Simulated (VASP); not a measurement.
ZnSn4N: single point with PBE

ZnSn4N:

```
Zn Sn N
1.0
     0.00000    4.06491    4.06491
     4.06491    0.00000    4.06491
     4.06491    4.06491    0.00000
Zn Sn N
1 4 1
Direct
  0.75000 0.75000 0.75000
  0.87509 0.37497 0.37497
  0.37497 0.37497 0.37497
  0.37497 0.87509 0.37497
  0.37497 0.37497 0.87509
  0.00000 0.00000 0.00000
```

The cell was built from a structure type or drawn by symmetry, and may not be a known phase.

```
Program                : VASP 6.6.1
Task                   : single point
Functional             : PBE
Potentials or basis    : VASP PAW PBE potentials, release 64 (Zn, Sn_d, N)
Cutoff                 : 520 eV
k mesh                 : 4 × 4 × 4
Occupations            : gaussian, width 0.1 eV
Spin                   : no spin polarisation
Dipole correction      : no
Further INCAR settings : ALGO = Normal; EDIFF = 1e-06; NBANDS = 46
```

```json
{
  "Pressure": "8.7 GPa",
  "Largest force": "0.071 eV/Å",
  "Band gap on the k mesh": "zero (an odd number of electrons rules out a gap without spin polarisation)"
}
```

Forces on the atoms (eV/Å):
```
Zn   0.000  0.000  0.000
Sn  -0.041  0.041  0.041
Sn  -0.041 -0.041 -0.041
Sn   0.041 -0.041  0.041
Sn   0.041  0.041 -0.041
N    0.000  0.000  0.000
```

Levels at points of the mesh, in eV from the Fermi level:
```csv
k point,band 34,band 35,band 36,band 37,band 38,band 39,band 40,band 41
"(0.00, 0.00, 0.00)",-3.37,-1.83,-0.82,-0.82,-0.61,-0.61,-0.61,3.92
"(0.50, 0.00, 0.00)",-1.18,-0.43,-0.17,-0.17,1.18,1.18,1.79,2.56
"(0.50, 0.50, 0.00)",-0.55,-0.17,0.23,1.23,1.23,1.74,1.82,2.22
```

Run time: 5.6 min on 1 thread of AMD EPYC 7571, on a shared host, peak memory 0.3 GiB.

Caveat: the cell stands under pressure; spin-orbit coupling is left out, which moves the levels of the heavy elements.
